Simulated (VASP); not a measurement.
## Ru: single point with LDA

The system is Ru.

```
Ru
1.0
     0.00000    1.79554    1.79554
     1.79554    0.00000    1.79554
     1.79554    1.79554    0.00000
Ru
1
Cartesian
  0.0000 0.0000 0.0000
```

This cell differs from its parent crystal: volume scaled by 0.88.

```json
{
  "Program": "VASP 6.6.1",
  "Task": "single point",
  "Functional": "LDA",
  "Potentials or basis": "VASP PAW LDA potentials, release 64 (Ru_pv)",
  "Cutoff": "520 eV",
  "k mesh": "16 × 16 × 16",
  "Occupations": "fermi-dirac, width 0.1 eV",
  "Spin": "no spin polarisation"
}
```

```
Pressure               : 63.8 GPa
Band gap on the k mesh : zero (band 7 reaches 18.72 eV, above the bottom of band 8 at 14.04 eV)
```

Levels at points of the mesh, in eV from the Fermi level:
| k point | band 3 | band 4 | band 5 | band 6 | band 7 | band 8 | band 9 | band 10 | band 11 | band 12 |
| --- | --- | --- | --- | --- | --- | --- | --- | --- | --- | --- |
| (0.00, 0.00, 0.00) | -42.26 | -8.90 | -3.35 | -3.35 | -3.35 | -0.18 | -0.18 | 9.94 | 14.70 | 21.34 |
| (0.50, 0.00, 0.00) | -42.49 | -7.46 | -3.52 | -3.52 | 1.23 | 2.23 | 2.23 | 9.94 | 12.32 | 14.42 |
| (0.50, 0.50, 0.00) | -42.91 | -8.06 | -7.52 | 2.20 | 2.91 | 2.91 | 4.29 | 9.94 | 14.50 | 14.50 |

Wall time 15 s on 1 thread of Intel(R) Xeon(R) 6975P-C (Granite Rapids), with other jobs on the host, peak memory 0.13 GiB.
